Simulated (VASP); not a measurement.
WS3:

```
W S
1.0
     4.79582    0.00000    0.00000
     0.00000    4.79582    0.00000
     0.00000    0.00000    4.79582
W S
1 3
Direct
  0.00000 0.00000 0.00000
  0.00000 0.00000 0.50000
  0.00000 0.50000 0.00000
  0.50000 0.00000 0.00000
```

* Program: VASP 6.6.1
* Task: relaxation of cell and atoms
* Functional: LDA
* Potentials or basis: VASP PAW LDA potentials, release 64 (W_sv, S)
* Cutoff: 600 eV
* k mesh: 4 × 4 × 4
* Occupations: gaussian, width 0.1 eV
* Spin: no spin polarisation

At the start: pressure -9.8 GPa; volume 27.58 Å³/atom.

Q: Where does the relaxation end?

A: Over 4 steps the energy falls by 104.8 meV/atom and the volume is 24.53 Å³/atom (-11.1 %); space group Pm-3m (No. 221, to 0.1 Å) before and after.

The path:
```
step  energy change (eV)  largest force (eV/Å)  pressure (GPa)  volume (Å³)
   1              0.0000                0.0000           -9.85       110.30
   2              0.2897                0.0000           20.27        85.40
   3             -0.4188                0.0000           -0.41        98.42
   4             -0.4192                0.0000           -0.07        98.11
```

Final structure:
```yaml
crystal:
  lattice:
    - [4.61220, 0.00000, 0.00000]
    - [0.00000, 4.61220, 0.00000]
    - [0.00000, 0.00000, 4.61220]
  atoms:
    - { symbol: W, position: [0.00000, 0.00000, 0.00000] }
    - { symbol: S, position: [0.00000, 0.00000, 0.50000] }
    - { symbol: S, position: [0.00000, 0.50000, 0.00000] }
    - { symbol: S, position: [0.50000, 0.00000, 0.00000] }
```
